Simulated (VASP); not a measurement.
# MoSe (P4/nmm) in VASP: single point with PBE

Aim: the single point of MoSe with PBE.

Program: VASP 6.6.1. These are calculated values, not measurements. Logs are shortened: lines on timing, memory, paths and dates and some standing lists are left out, and cuts for length are marked.

## Step 1: The cell of the first run

It takes space group P4/nmm (No. 129, tetragonal). Conventional cell: a = 2.942 Å, b = 2.942 Å, c = 9.072 Å, α = 90.00°, β = 90.00°, γ = 90.00°. Mo (site symmetry 4mm) has 8 Mo at 2.86 to 2.94 Å and 4 Se at 3.16 Å within 3.8 Å. Se (site symmetry 4mm) has 8 Se at 2.94 to 3.15 Å and 4 Mo at 3.16 Å within 3.9 Å.

## Step 2: Single point, PBE

POSCAR

```
MoSe
1.0
    2.9423512800      0.0000000000      0.0000000000
    0.0000000000      2.9423512800      0.0000000000
    0.0000000000      0.0000000000      9.0722495200
Mo Se
2 2
Direct
    0.0000000000      0.5000000000      0.6080000000
    0.5000000000      0.0000000000      0.3920000000
    0.0000000000      0.5000000000      0.1300000000
    0.5000000000      0.0000000000      0.8700000000
```

INCAR.step1

```
SYSTEM = MoSe
PREC = Accurate
ENCUT = 520
EDIFF = 1E-6
ISMEAR = 1
SIGMA = 0.052
LREAL = .False.
LASPH = .True.
NELM = 60
ALGO = Normal
ISIF = 2
LWAVE = .False.
LCHARG = .True.
LMAXMIX = 4
GGA = PE
NBANDS = 28
```

KPOINTS.step1

```
Automatic mesh
0
Gamma
  9 9 3
  0 0 0
```

INCAR.step2

```
SYSTEM = MoSe
PREC = Accurate
ENCUT = 520
EDIFF = 1E-6
ISMEAR = -5
SIGMA = 0.052
LREAL = .False.
LASPH = .True.
NELM = 60
ALGO = Normal
ISIF = 2
LWAVE = .False.
LCHARG = .False.
LMAXMIX = 4
GGA = PE
LORBIT = 10
NEDOS = 2001
ICHARG = 11
```

KPOINTS.step2

```
Automatic mesh
0
Gamma
  14 14 5
  0 0 0
```

Potentials or basis: VASP PAW PBE potentials, release 64 (Mo_sv, Se).

Started as:

```bash
cat potpaw_PBE.64/Mo_sv/POTCAR potpaw_PBE.64/Se/POTCAR > POTCAR
cp INCAR.step1 INCAR
cp KPOINTS.step1 KPOINTS
mpirun -np 1 vasp_std > vasp.out
cp INCAR.step2 INCAR
cp KPOINTS.step2 KPOINTS
mpirun -np 1 vasp_std > vasp.out
```

OUTCAR:

```text
SYSTEM = MoSe
   PREC = Accurate
   ENCUT = 520
   EDIFF = 1E-6
   ISMEAR = -5
   LREAL = .False.
   LASPH = .True.
   NELM = 60
   ISIF = 2
   GGA = PE
   LORBIT = 10
   ICHARG = 11

 ion  position               nearest neighbor table
   1  0.000  0.500  0.608-   2 2.86   2 2.86   2 2.86   2 2.86
   2  0.500  0.000  0.392-   1 2.86   1 2.86   1 2.86   1 2.86
   3  0.000  0.500  0.130-
   4  0.500  0.000  0.870-

  LATTYP: Found a simple tetragonal cell.
 ALAT       =     2.9423512800
 C/A-ratio  =     3.0833332450

  Lattice vectors:

 A1 = (   2.9423512800,   0.0000000000,   0.0000000000)
 A2 = (   0.0000000000,   2.9423512800,   0.0000000000)
 A3 = (   0.0000000000,   0.0000000000,   9.0722495200)

Analysis of symmetry for initial positions (statically):
=====================================================================
 Subroutine PRICEL returns:
 Original cell was already a primitive cell.

 Routine SETGRP: Setting up the symmetry group for a
 simple tetragonal supercell.

 Subroutine GETGRP returns: Found 16 space group operations
 (whereof  8 operations were pure point group operations)
 out of a pool of 16 trial point group operations.

The static configuration has the point symmetry D_2d.
 The point group associated with its full space group is D_4h.

Analysis of symmetry for dynamics (positions and initial velocities):
=====================================================================
 Subroutine PRICEL returns:
 Original cell was already a primitive cell.

 Routine SETGRP: Setting up the symmetry group for a
 simple tetragonal supercell.

 Subroutine GETGRP returns: Found 16 space group operations
 (whereof  8 operations were pure point group operations)
 out of a pool of 16 trial point group operations.

The dynamic configuration has the point symmetry D_2d.
 The point group associated with its full space group is D_4h.

 Subroutine INISYM returns: Found 16 space group operations
 (whereof  8 operations are pure point group operations),
 and found     1 'primitive' translations

----------------------------------------------------------------------------------------

                                     Primitive cell

  volume of cell :      78.5424

  direct lattice vectors                    reciprocal lattice vectors
     2.942351280  0.000000000  0.000000000     0.339864246  0.000000000  0.000000000
     0.000000000  2.942351280  0.000000000     0.000000000  0.339864246  0.000000000
     0.000000000  0.000000000  9.072249520     0.000000000  0.000000000  0.110226245

  length of vectors
[... 100 lines left out ...]
   NUPDOWN=      -1.0000    fix difference up-down
   EMIN   =  10.00;   EMAX   =-10.00  energy-range for DOS
   EFERMI =   0.00;   METHOD = LEGACY
   ISMEAR =    -5;   SIGMA  =   0.05  broadening in eV -4-tet -1-fermi 0-gaus
   EFERMI_NEDOS =   21; number of points for ismear=-14 and -15
   IALGO  =     38    algorithm
   IMIX   =      4    mixing-type and parameters
     AMIX     =   0.40;   BMIX     =  1.00
     AMIX_MAG =   1.60;   BMIX_MAG =  1.00
  volume/ion in A,a.u.               =      19.64       132.51
  Fermi-wavevector in a.u.,A,eV,Ry     =   1.307355  2.470542 23.254761  1.709177
  Thomas-Fermi vector in A             =   2.438095
   LORBIT       =     10    0 simple, 1 ext, 2 COOP (PROOUT), +10 PAW based schemes
   GGA     = PE    functional components
   LHFCALC =     F    Hartree Fock is set to
   AEXX    =    0.0000 exact exchange contribution
   IVDW    =     0    specifies the selected vdW correction
   LEPSILON=     F    determine dielectric tensor
   LRPA    =     F    only Hartree local field effects (RPA)
 non-spin polarized calculation
 Fermi weights with tetrahedron method with Bloechl corrections
  energy-cutoff  :      520.00
  volume of cell :       78.54
 maximum number of plane-waves:      2150
 NGX is ok and might be reduce to    24

 number of electron      39.9999997 magnetization

 Free energy of the ion-electron system (eV)
  ---------------------------------------------------
  ext. energy  EPLUGINS =         0.00000000
  ---------------------------------------------------
  free energy    TOTEN  =       -26.56435497 eV

  energy without entropy =      -26.56435497  energy(sigma->0) =      -26.56435497

 E-fermi :   7.6639     XC(G=0): -11.3843

 val. band max:        7.7041799558   @ k =   0.3571   0.2857   0.4000
 cond. band min:       7.5109346044   @ k =   0.5000   0.2143   0.2000
 fundamental gap:     -0.1932453514
 Fermi energy:         7.6638610608

 k-point     1 :       0.0000    0.0000    0.0000
  band No.  band energies     occupation
      1     -53.3131      2.00000
      2     -53.1863      2.00000
      3     -27.6231      2.00000
      4     -27.1330      2.00000
      5     -27.1330      2.00000
      6     -27.1327      2.00000
[... 637 lines left out ...]
     23       8.6478      0.00000
     24       9.1542      0.00000

 [... further k-points ...]

------------------------ aborting loop because EDIFF is reached ----------------------------------------

  FORCE on cell =-STRESS in cart. coord.  units (eV):
  Direction    XX          YY          ZZ          XY          YZ          ZX
  --------------------------------------------------------------------------------------
  -------------------------------------------------------------------------------------
  Total       -4.4664357     -4.4664357     -8.1818214      0.0000000      0.0000000     -0.0000000
  in kB      -91.1103341    -91.1103341   -166.9000820      0.0000000      0.0000000     -0.0000000
  external PRESSURE =    -116.3735834 kB  Pullay stress =       0.0000000 kB

 VOLUME and BASIS-vectors are now :
 -----------------------------------------------------------------------------
  energy-cutoff  :      520.00
  volume of cell :       78.54
      direct lattice vectors                 reciprocal lattice vectors
     2.942351280  0.000000000  0.000000000     0.339864246  0.000000000  0.000000000
     0.000000000  2.942351280  0.000000000     0.000000000  0.339864246  0.000000000
     0.000000000  0.000000000  9.072249520     0.000000000  0.000000000  0.110226245

 POSITION                                       TOTAL-FORCE (eV/Angst)
 -----------------------------------------------------------------------------------
      0.00000      1.47118      5.51593         0.000000     -0.000000     -0.308217
      1.47118      0.00000      3.55632        -0.000000     -0.000000      0.308217
      0.00000      1.47118      1.17939         0.000000      0.000000      2.385995
      1.47118      0.00000      7.89286         0.000000     -0.000000     -2.385995
 -----------------------------------------------------------------------------------
    total drift:                                0.000000      0.000000      0.000000

  FREE ENERGIE OF THE ION-ELECTRON SYSTEM (eV)
  ---------------------------------------------------
  free  energy   TOTEN  =       -26.5643549683 eV

  energy  without entropy=      -26.5643549683  energy(sigma->0) =      -26.56435497

 total charge

# of ion       s       p       d       tot
------------------------------------------
    1        2.309   6.096   3.817  12.222
    2        2.309   6.096   3.817  12.222
    3        1.529   2.087   0.050   3.666
    4        1.529   2.087   0.050   3.666
--------------------------------------------------
tot          7.676  16.366   7.734  31.775
```

OSZICAR.step1:

```text
N       E                     dE             d eps       ncg     rms          rms(c)
DAV:   1     0.357968180948E+03    0.35797E+03   -0.23203E+04  1768   0.136E+03
DAV:   2    -0.150479481886E+02   -0.37302E+03   -0.36496E+03  1996   0.381E+02
DAV:   3    -0.282317359131E+02   -0.13184E+02   -0.12741E+02  2048   0.650E+01
DAV:   4    -0.284444015326E+02   -0.21267E+00   -0.21135E+00  1816   0.752E+00
DAV:   5    -0.284463574887E+02   -0.19560E-02   -0.19555E-02  1908   0.723E-01    0.134E+01
DAV:   6    -0.268562408151E+02    0.15901E+01   -0.57555E+00  1772   0.122E+01    0.489E+00
DAV:   7    -0.269281490637E+02   -0.71908E-01   -0.42059E+00  1968   0.787E+00    0.322E+00
DAV:   8    -0.266048416116E+02    0.32331E+00   -0.19552E+00  1956   0.372E+00    0.157E+00
DAV:   9    -0.266025660814E+02    0.22755E-02   -0.44525E-02  1816   0.169E+00    0.258E-01
DAV:  10    -0.266024628746E+02    0.10321E-03   -0.20059E-03  1828   0.317E-01    0.103E-01
DAV:  11    -0.266023957653E+02    0.67109E-04   -0.14724E-04  1876   0.104E-01    0.253E-02
DAV:  12    -0.266023978276E+02   -0.20623E-05   -0.97309E-06  1788   0.216E-02    0.773E-03
DAV:  13    -0.266023965191E+02    0.13085E-05   -0.92550E-07   968   0.847E-03    0.174E-03
DAV:  14    -0.266023964111E+02    0.10792E-06   -0.12086E-07   888   0.249E-03
   1 F= -.26602396E+02 E0= -.26602268E+02  d E =-.385396E-03
```

Wall time 4.4 min (1 thread of AMD EPYC 7R13, shared host); peak memory 0.29 GiB.

Results:

```yaml
Valence_electrons_inside_the_program's_atomic_spheres: Mo 12.22; Se 3.67
```
